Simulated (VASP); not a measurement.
Crystal: CuO.

```
CELL_PARAMETERS angstrom
2.87950 0.00000 0.00000
0.03907 2.87928 0.00000
0.01750 0.01724 5.17634
ATOMIC_POSITIONS crystal
Cu 0.50000 0.00000 0.50000
Cu 0.00000 0.50000 0.00000
O 0.00158 0.99833 0.25011
O 0.99842 0.00167 0.74989
```

```yaml
Program: VASP 6.6.1
Task: relaxation of cell and atoms
Functional: PBE
Potentials_or_basis: VASP PAW PBE potentials, release 64 (Cu, O)
Cutoff: 600 eV
k_mesh: 6 × 6 × 4
Occupations: gaussian, width 0.1 eV
Spin: no spin polarisation
```

At the start: pressure 6.4 GPa; volume 10.73 Å³/atom.

Q: Where does the relaxation end?

A: Over 5 steps the energy falls by 10.3 meV/atom and the volume is 11.23 Å³/atom (+4.7 %); space group P4_2/mmc (No. 131, to 0.1 Å) before and after.

The path:
| step | energy change (eV) | largest force (eV/Å) | pressure (GPa) | volume (Å³) |
| --- | --- | --- | --- | --- |
| 1 | 0.0000 | 0.0116 | 6.39 | 42.92 |
| 2 | -0.0250 | 0.0094 | -3.11 | 45.63 |
| 3 | -0.0340 | 0.0092 | -0.10 | 44.67 |
| 4 | -0.0390 | 0.0068 | -0.07 | 44.79 |
| 5 | -0.0412 | 0.0063 | 0.00 | 44.92 |

Final structure:
```yaml
crystal:
  lattice:
    - [2.94910, -0.00160, -0.00052]
    - [0.03842, 2.94842, -0.00030]
    - [0.01698, 0.01713, 5.16595]
  atoms:
    - { symbol: Cu, position: [0.50000, 0.00000, 0.50000] }
    - { symbol: Cu, position: [0.00000, 0.50000, 0.00000] }
    - { symbol: O, position: [0.00134, 0.99861, 0.24996] }
    - { symbol: O, position: [0.99866, 0.00139, 0.75004] }
```

Caveat: the k points lie up to 0.36 Å⁻¹ apart in the final cell, too coarse for converged energies and pressures of a metal.
